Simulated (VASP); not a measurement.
A run of VASP 6.6.1 is set up as follows.

Contents of INCAR:

```
PREC = Accurate ; ENCUT = 600
EDIFF = 1E-6 ; ISMEAR = 0
SIGMA = 0.1 ; LREAL = False
LASPH = True ; NELM = 100
ALGO = Normal ; ISIF = 3
LWAVE = False ; LCHARG = False
GGA = PE ; IBRION = 2
NSW = 100 ; EDIFFG = -0.005
```

KPOINTS

```
regular mesh
0
Gamma
  18 18 6
```

POSCAR

```
CuF
1.0
    2.8711104923      0.0000002755      0.0000000000
   -1.4355554847      2.4864544857      0.0000000000
    0.0000000000      0.0000000000      6.8001054957
Cu F
2 2
Direct
    0.0000000000      0.0000000000      0.0458235770
    0.3333333333      0.6666666667      0.5458235770
    0.0000000000      0.0000000000      0.3291764230
    0.3333333333      0.6666666667      0.8291764230
```

Potentials or basis: VASP PAW PBE potentials, release 64 (Cu, F).

Command:

```console
$ cat potpaw_PBE.64/Cu/POTCAR potpaw_PBE.64/F/POTCAR > POTCAR
$ mpirun -np 1 vasp_std > vasp.out
```

(1) What does it give for the space group after relaxing (to 0.05 Å)?

(2) What does it give for the relaxed volume?

(3) What does it give for the relaxed cell?

## Answers

(1) P6_3mc (No. 186).

(2) 12.07 Å³/atom.

(3) a = 2.860 Å, b = 2.860 Å, c = 6.816 Å, α = 90.00°, β = 90.00°, γ = 120.00°.
